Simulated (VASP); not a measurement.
# InPd: single point with PBE

The system is InPd.

```xyz
2
Lattice="3.2719 0.0000 0.0000 0.0000 3.2719 0.0000 0.0000 0.0000 3.2719" Properties=species:S:1:pos:R:3 pbc="T T T"
In    0.0000    0.0000    0.0000
Pd    1.6359    1.6359    1.6359
```

This cell differs from its parent crystal: volume scaled by 0.97.

```yaml
Program: VASP 6.6.1
Task: single point
Functional: PBE
Potentials_or_basis: VASP PAW PBE potentials, release 64 (In_d, Pd)
Cutoff: 520 eV
k_mesh: 14 × 14 × 14
Occupations: gaussian, width 0.1 eV
Spin: no spin polarisation
Dipole_correction: no
Further_INCAR_settings: ALGO = Fast; EDIFF = 1e-06; NBANDS = 18
```

| Quantity | Value |
| --- | --- |
| Pressure | 3.7 GPa |

Levels at points of the mesh, in eV from the Fermi level:
```csv
k point,band 9,band 10,band 11,band 12,band 13,band 14,band 15,band 16
"(0.00, 0.00, 0.00)",-2.34,-2.34,-2.34,4.16,4.16,4.16,9.37,10.52
"(0.50, 0.00, 0.00)",-3.32,-3.32,-2.41,-1.18,9.50,9.50,9.83,10.66
"(0.50, 0.50, 0.00)",-2.75,-2.38,-2.38,-1.76,1.39,2.41,9.42,11.27
"(0.50, 0.50, 0.50)",-1.72,-1.72,-0.14,3.73,3.73,3.73,4.33,4.33
```

Wall time 79 s on 1 thread of Intel Xeon 8259CL, on a shared host, peak memory 0.2 GiB.

Caveat: spin-orbit coupling is left out, which moves the levels of the heavy elements.
